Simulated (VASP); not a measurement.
# NbP (I4_1md) in VASP: notebook, part 2 of 2

VASP 6.6.1. The steps go on from the part before.

### 3 Single point, PBE (biaxial strain in the a-b plane: +3.0 %, then relaxed in part)

The input, INCAR:

```
  PREC = Accurate
  ENCUT = 520
  EDIFF = 1E-6
  ISMEAR = 0
  SIGMA = 0.1
  LREAL = F
  LASPH = T
  NELM = 80
  ALGO = Normal
  ISIF = 2
  LWAVE = F
  LCHARG = F
  GGA = PE
  NBANDS = 46
```

The input, KPOINTS:

```
regular mesh
0
Gamma
  10 10 4
```

The input, POSCAR:

```
NbP
1.0
    3.4474582507      0.0000000000      0.0000000000
    0.0000000000      3.4474582507      0.0000000000
    0.0000000000      0.0000000000     11.1437079970
Nb P
4 4
Direct
    0.5000000000      0.5000000000      0.0011055024
    0.0000000000      0.5000000000      0.7511055024
    0.0000000000      0.0000000000      0.5011055024
    0.5000000000      0.0000000000      0.2511055024
    0.0000000000      0.0000000000      0.0815230726
    0.5000000000      0.0000000000      0.8315230726
    0.5000000000      0.5000000000      0.5815230726
    0.0000000000      0.5000000000      0.3315230726
```

Potentials or basis: VASP PAW PBE potentials, release 64 (Nb_sv, P).

Run with:

```
$ cat potpaw_PBE.64/Nb_sv/POTCAR potpaw_PBE.64/P/POTCAR > POTCAR
$ mpirun -np 1 vasp_std > vasp.out
```

OUTCAR:

```text
PREC = Accurate
   ENCUT = 520
   EDIFF = 1E-6
   ISMEAR = 0
   LREAL = F
   LASPH = T
   NELM = 80
   ISIF = 2
   GGA = PE

 ion  position               nearest neighbor table
   1  0.500  0.500  0.001-   6 2.56   6 2.56   5 2.60   5 2.60   5 2.60   5 2.60
   2  0.000  0.500  0.751-   7 2.56   7 2.56   6 2.60   6 2.60   6 2.60   6 2.60
   3  0.000  0.000  0.501-   8 2.56   8 2.56   7 2.60   7 2.60   7 2.60   7 2.60
   4  0.500  0.000  0.251-   5 2.56   5 2.56   8 2.60   8 2.60   8 2.60   8 2.60
   5  0.000  0.000  0.082-   4 2.56   4 2.56   1 2.60   1 2.60   1 2.60   1 2.60
   6  0.500  0.000  0.832-   1 2.56   1 2.56   2 2.60   2 2.60   2 2.60   2 2.60
   7  0.500  0.500  0.582-   2 2.56   2 2.56   3 2.60   3 2.60   3 2.60   3 2.60
   8  0.000  0.500  0.332-   3 2.56   3 2.56   4 2.60   4 2.60   4 2.60   4 2.60

  LATTYP: Found a simple tetragonal cell.
 ALAT       =     3.4474582507
 C/A-ratio  =     3.2324417547

  Lattice vectors:

 A1 = (   3.4474582507,   0.0000000000,   0.0000000000)
 A2 = (   0.0000000000,   3.4474582507,   0.0000000000)
 A3 = (   0.0000000000,   0.0000000000,  11.1437079970)

Analysis of symmetry for initial positions (statically):
=====================================================================
 Subroutine PRICEL returns following result:

  LATTYP: Found a body centered tetragonal cell.
 ALAT       =     3.4474582507
 C/A-ratio  =     3.2324417547

  Lattice vectors:

 A1 = (  -1.7237291254,   1.7237291254,   5.5718539985)
 A2 = (   1.7237291253,  -1.7237291253,   5.5718539985)
 A3 = (   1.7237291254,   1.7237291253,  -5.5718539985)

   2 primitive cells build up your supercell.

 Routine SETGRP: Setting up the symmetry group for a
 simple tetragonal supercell.

 Subroutine GETGRP returns: Found  8 space group operations
 (whereof  4 operations were pure point group operations)
 out of a pool of 16 trial point group operations.

[... 153 lines left out ...]
  Fermi-wavevector in a.u.,A,eV,Ry     =   1.336113  2.524887 24.289080  1.785197
  Thomas-Fermi vector in A             =   2.464765
   LORBIT       =      0    0 simple, 1 ext, 2 COOP (PROOUT), +10 PAW based schemes
   GGA     = PE    functional components
   LHFCALC =     F    Hartree Fock is set to
   AEXX    =    0.0000 exact exchange contribution
   IVDW    =     0    specifies the selected vdW correction
   LEPSILON=     F    determine dielectric tensor
   LRPA    =     F    only Hartree local field effects (RPA)
 non-spin polarized calculation
 Gauss-broadening in eV      SIGMA  =   0.10
  energy-cutoff  :      520.00
  volume of cell :      132.44
 maximum number of plane-waves:      3608
 NGX is ok and might be reduce to    28
   NGX = 13   NGY = 13   NGZ = 41

 number of electron      72.0000006 magnetization

 Free energy of the ion-electron system (eV)
  ---------------------------------------------------
  ext. energy  EPLUGINS =         0.00000000
  ---------------------------------------------------
  free energy    TOTEN  =       -70.36814982 eV

  energy without entropy =      -70.36087362  energy(sigma->0) =      -70.36451172

 E-fermi :  10.2119     XC(G=0): -11.8616

 val. band max:       10.2017138076   @ k =   0.5000   0.0000   0.5000
 cond. band min:      10.2249818608   @ k =   0.2000   0.0000   0.0000
 fundamental gap:      0.0232680532
 Fermi energy:        10.2119126443

 k-point     1 :       0.0000    0.0000    0.0000
  band No.  band energies     occupation
      1     -44.8063      2.00000
      2     -44.7850      2.00000
      3     -44.7850      2.00000
      4     -44.7635      2.00000
      5     -21.0236      2.00000
      6     -20.9068      2.00000
[... 1165 lines left out ...]
     45      13.2466      0.00000
     46      13.5190      0.00000

 [... further k-points ...]

------------------------ aborting loop because EDIFF is reached ----------------------------------------

  FORCE on cell =-STRESS in cart. coord.  units (eV):
  Direction    XX          YY          ZZ          XY          YZ          ZX
  --------------------------------------------------------------------------------------
  -------------------------------------------------------------------------------------
  Total       -8.7266522     -8.7266522     -0.2692546      0.0000000      0.0000000      0.0000000
  in kB     -105.5675629   -105.5675629     -3.2572109      0.0000000      0.0000000      0.0000000
  external PRESSURE =     -71.4641122 kB  Pullay stress =       0.0000000 kB

 VOLUME and BASIS-vectors are now :
 -----------------------------------------------------------------------------
  energy-cutoff  :      520.00
  volume of cell :      132.44
      direct lattice vectors                 reciprocal lattice vectors
     3.447458251  0.000000000  0.000000000     0.290068777  0.000000000  0.000000000
     0.000000000  3.447458251  0.000000000     0.000000000  0.290068777  0.000000000
     0.000000000  0.000000000 11.143707997     0.000000000  0.000000000  0.089736738

 POSITION                                       TOTAL-FORCE (eV/Angst)
 -----------------------------------------------------------------------------------
      1.72373      1.72373      0.01232         0.000000      0.000000     -0.003259
      0.00000      1.72373      8.37010         0.000000      0.000000     -0.003259
      0.00000      0.00000      5.58417         0.000000      0.000000     -0.003259
      1.72373      0.00000      2.79825         0.000000      0.000000     -0.003259
      0.00000      0.00000      0.90847         0.000000      0.000000      0.003259
      1.72373      0.00000      9.26625        -0.000000      0.000000      0.003259
      1.72373      1.72373      6.48032         0.000000     -0.000000      0.003259
      0.00000      1.72373      3.69440         0.000000      0.000000      0.003259
 -----------------------------------------------------------------------------------
    total drift:                                0.000000      0.000000     -0.000296

  FREE ENERGIE OF THE ION-ELECTRON SYSTEM (eV)
  ---------------------------------------------------
  free  energy   TOTEN  =       -70.3681498211 eV

  energy  without entropy=      -70.3608736248  energy(sigma->0) =      -70.36451172
```

Wall time 3.5 min (1 thread of Intel Xeon Platinum 8559C (Emerald Rapids), shared host); peak memory 0.43 GiB.

Results:

```
Free energy            : -70.3681 eV
Pressure               : -7.1 GPa
Largest force          : 0.003 eV/Å
Band gap on the k mesh : 0.02 eV
```

Forces in eV/Å, atoms in the order of the input:
```
Nb   0.000  0.000 -0.003
Nb   0.000  0.000 -0.003
Nb   0.000  0.000 -0.003
Nb   0.000  0.000 -0.003
P    0.000  0.000  0.003
P    0.000  0.000  0.003
P    0.000  0.000  0.003
P    0.000  0.000  0.003
```

Caveat: the cell differs from its parent crystal (biaxial strain in the a-b plane: +3.0 %, then relaxed in part); the cell stands under tension.
